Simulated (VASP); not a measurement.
Input of a VASP 6.6.1 run:

Contents of INCAR:

```
ALGO     = Normal         # electronic algorithm
EDIFF    = 1E-6           # SCF threshold, eV
ENCUT    = 520            # plane-wave cutoff, eV
GGA      = PE             # functional
ISIF     = 2              # what is computed and relaxed
ISMEAR   = -1             # smearing method
LASPH    = T              # aspherical terms in the spheres
LCHARG   = T              # write CHGCAR
LELF     = T              # ELF
LREAL    = F              # projectors in reciprocal space
LVHAR    = T            
LWAVE    = F              # write WAVECAR
NBANDS   = 18             # bands
NELM     = 80             # most SCF steps
PREC     = Accurate       # precision mode
SIGMA    = 0.08           # smearing width, eV
```

File KPOINTS:

```
k-points
0
Gamma
  9 9 9
```

The input POSCAR:

```
Si2W
1.0
    0.0000000000      2.6433392465      2.6433392465
    2.6433392465      0.0000000000      2.6433392465
    2.6433392465      2.6433392465      0.0000000000
W Si
1 2
Direct
    0.0000000000      0.0000000000      0.0000000000
    0.2500000000      0.2500000000      0.2500000000
    0.7500000000      0.7500000000      0.7500000000
```

Potentials or basis: VASP PAW PBE potentials, release 64 (W_sv, Si).

Launch:

```bash
$ cat potpaw_PBE.64/W_sv/POTCAR potpaw_PBE.64/Si/POTCAR > POTCAR
$ mpirun -np 1 vasp_std > vasp.out
```

(1) What does it give for the pressure?

(2) Predict the band gap on the k mesh.

Results:

(1) 86.5 GPa.

(2) zero (band 11 reaches 15.09 eV, above the bottom of band 12 at 11.71 eV).

Caveat: spin-orbit coupling is left out, which moves the levels of the heavy elements.
